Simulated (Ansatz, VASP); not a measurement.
**One calculation of YbH3, two programs**

File INCAR:

```
ALGO = Normal
EDIFF = 1E-7
ENCUT = 520
GGA = PE
ISIF = 2
ISMEAR = -1
ISPIN = 2
LASPH = True
LCHARG = True
LELF = True
LMAXMIX = 6
LORBIT = 11
LREAL = False
LVHAR = True
LWAVE = False
MAGMOM = 0.8 0 0 0
NBANDS = 26
NELM = 150
NUPDOWN = 0.8
PREC = Accurate
SIGMA = 0.05
```

Contents of KPOINTS:

```
k-points
0
Gamma
  7 7 7
```

Contents of POSCAR:

```
YbH3
1.0
    0.0000000000      2.6049710000      2.6049710000
    2.6049710000      0.0000000000      2.6049710000
    2.6049710000      2.6049710000      0.0000000000
Yb H
1 3
Direct
    0.0000000000      0.0000000000      0.0000000000
    0.5000000000      0.5000000000      0.5000000000
    0.2500000000      0.2500000000      0.2500000000
    0.7500000000      0.7500000000      0.7500000000
```

Contents of input.yaml:

```yaml
crystal:
  lattice:
    - [0.0, 2.604971, 2.604971]
    - [2.604971, 0.0, 2.604971]
    - [2.604971, 2.604971, 0.0]
  atoms:
    - { symbol: Yb, position: [0.0, 0.0, 0.0], spin: 0.8 }
    - { symbol: H, position: [0.5, 0.5, 0.5] }
    - { symbol: H, position: [0.25, 0.25, 0.25] }
    - { symbol: H, position: [0.75, 0.75, 0.75] }
hamiltonian:
  xc: pbe
  pseudopotentials: { kind: paw }
magnetization:
  spin_polarized: true
  initial_magnetization: 0.8
  spin_locking: { lock_magnetization: hard }
kpoints:
  mp_grid: { grid: [7, 7, 7] }
scf:
  occupations: { method: fermi_dirac, width: 0.05 }
  lower_state_search: "off"
output:
  forces: true
  stress: true
  eigenvalues: true
```

Alike in both runs: task single point; functional PBE; k mesh 7 × 7 × 7; occupations fermi-dirac, width 0.05 eV; collinear spin; fixed moment 0.8 μB.

|  | VASP | Ansatz |
| --- | --- | --- |
| version | VASP 6.6.1 | Ansatz 0.2.0 |
| potentials or method | VASP PAW PBE potentials, release 64 (Yb, H) | Ansatz PAW |
| plane-wave cutoff (eV) | 520 | 420 |
| valence electrons in the cell | 27 | 27 |

```tsv
	VASP	Ansatz	Ansatz less VASP
pressure (GPa)	-5.2	-5.2	+0.02
net moment per atom (μB)	0.20	0.20	0.000
size of the moment on the site where the two differ most (μB)	0.05	0.10	+0.049
```

Site moments also hang on the region over which each program counts them.

Spin-orbit coupling is off throughout.
